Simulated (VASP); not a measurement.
MgS5: relaxation of cell and atoms with PBE

The system is MgS5.

```
Mg S
1.0
     5.33869    0.00000    0.00000
    -2.66934    4.62344    0.00000
     0.00000    0.00000    4.93047
Mg S
1 5
Direct
  0.00000 0.00000 0.50000
  0.66667 0.33333 0.69686
  0.00000 0.00000 0.00000
  0.66667 0.33333 0.30314
  0.33333 0.66667 0.30314
  0.33333 0.66667 0.69686
```

The cell was built from a structure type or drawn by symmetry, and may not be a known phase.

```
Program                : VASP 6.6.1
Task                   : relaxation of cell and atoms
Functional             : PBE
Potentials or basis    : VASP PAW PBE potentials, release 64 (Mg, S)
Cutoff                 : 600 eV
k mesh                 : 12 × 12 × 8
Occupations            : gaussian, width 0.1 eV
Spin                   : no spin polarisation
Dipole correction      : no
Further INCAR settings : ALGO = Normal; EDIFF = 1e-06; IBRION = 2; EDIFFG = -0.01; NSW = 100; ISIF = 3
```

```json
{
 "Relaxed volume": "20.24 Å³/atom",
 "Relaxed cell": "a = 5.338 Å, b = 5.338 Å, c = 4.921 Å, α = 90.00°, β = 90.00°, γ = 120.00°",
 "Space group after relaxing (to 0.1 Å)": "P6/mmm (No. 191)",
 "Energy gained by relaxing": "0.3 meV/atom",
 "Ionic steps": "3",
 "Pressure after relaxing": "0.0 GPa",
 "Largest force after relaxing": "0.005 eV/Å",
 "Band gap on the k mesh": "zero (bands 16 and 17 overlap by 0.80 eV)"
}
```

Forces in eV/Å, atoms in the order of the input:
```
Mg   0.000  0.000  0.000
S    0.000  0.000 -0.005
S    0.000  0.000  0.000
S    0.000  0.000  0.005
S    0.000  0.000  0.005
S    0.000  0.000 -0.005
```

The path:
```
step  energy change (eV)  largest force (eV/Å)  pressure (GPa)  volume (Å³)
   1              0.0000                0.2185           -0.44       121.70
   2              0.0159                0.6729            1.36       120.72
   3             -0.0021                0.0046           -0.01       121.45
```

Final structure:
```xyz
6
Lattice="5.3382 0.0000 0.0000 -2.6691 4.6230 0.0000 0.0000 0.0000 4.9213" Properties=species:S:1:pos:R:3 pbc="T T T"
Mg    0.0000    0.0000    2.4606
S     2.6691    1.5410    3.4268
S     0.0000    0.0000    4.9213
S     2.6691    1.5410    1.4945
S     0.0000    3.0820    1.4945
S     0.0000    3.0820    3.4268
```

Levels at points of the mesh, in eV from the Fermi level:
```csv
k point,band 13,band 14,band 15,band 16,band 17,band 18,band 19,band 20
"(0.00, 0.00, 0.00)",-1.60,-1.60,-0.60,-0.60,0.32,0.32,0.75,5.29
"(0.50, 0.00, 0.00)",-2.01,-1.05,-0.73,-0.28,0.36,1.13,1.81,4.51
"(0.00, 0.00, 0.50)",-2.53,-2.53,-2.29,-2.29,1.27,1.39,1.39,2.92
"(0.50, 0.00, 0.50)",-2.57,-1.74,-1.54,0.03,0.22,0.48,2.11,2.28
```

It took 5 min on 1 thread of Intel(R) Xeon(R) 6975P-C (Granite Rapids), with other jobs on the host, peak memory 0.47 GiB.

Caveat: semilocal functionals underestimate gaps, so a narrow gap can read as zero.
